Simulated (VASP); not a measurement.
CdSnO2:

```
CELL_PARAMETERS angstrom
2.93134 0.00000 0.00000
-1.46567 2.53862 0.00000
0.00000 0.00000 4.82589
ATOMIC_POSITIONS crystal
Cd 0.00000 0.00000 0.50000
Sn 0.00000 0.00000 0.00000
O 0.33333 0.66667 0.76727
O 0.66667 0.33333 0.23273
```

```yaml
Program: VASP 6.6.1
Task: relaxation of cell and atoms
Functional: PBE
Potentials_or_basis: VASP PAW PBE potentials, release 64 (Cd, Sn_d, O)
Cutoff: 600 eV
k_mesh: 6 × 6 × 4
Occupations: gaussian, width 0.1 eV
Spin: no spin polarisation
```

At the start: pressure 201.2 GPa; volume 8.98 Å³/atom.

**Question.** Where does the relaxation end?

**Answer.** Over 12 steps the energy falls by 2645.5 meV/atom and the volume is 15.12 Å³/atom (+68.5 %); space group P-3m1 (No. 164, to 0.1 Å) before and after.

The path:
```
step  energy change (eV)  largest force (eV/Å)  pressure (GPa)  volume (Å³)
   1              0.0000                0.7867          201.18        35.91
   2              1.5964                0.3722          -39.36       131.72
   3            -10.0201                0.9605          -11.23        68.54
   4            -10.2175                1.0727           -5.92        64.85
   5            -10.2751                1.1303           -0.12        61.65
   6            -10.2734                1.1255           -1.32        62.26
   7            -10.3869                1.0719           -1.80        62.19
   8            -10.5607                0.0559           -3.31        61.98
   9            -10.5324                0.1994            5.99        58.01
  10            -10.5807                0.0292            0.06        60.39
  11            -10.5807                0.0312            0.14        60.36
  12            -10.5820                0.0099            0.03        60.50
```

Final structure:
```
CELL_PARAMETERS angstrom
3.40052 0.00000 0.00000
-1.70026 2.94493 0.00000
0.00000 0.00000 6.04101
ATOMIC_POSITIONS crystal
Cd 0.00000 0.00000 0.50000
Sn 0.00000 0.00000 0.00000
O 0.33333 0.66667 0.72905
O 0.66667 0.33333 0.27095
```

Caveat: the k points lie up to 0.36 Å⁻¹ apart in the final cell; the volume moved by over 15 % at a fixed basis, so the end points are rough.
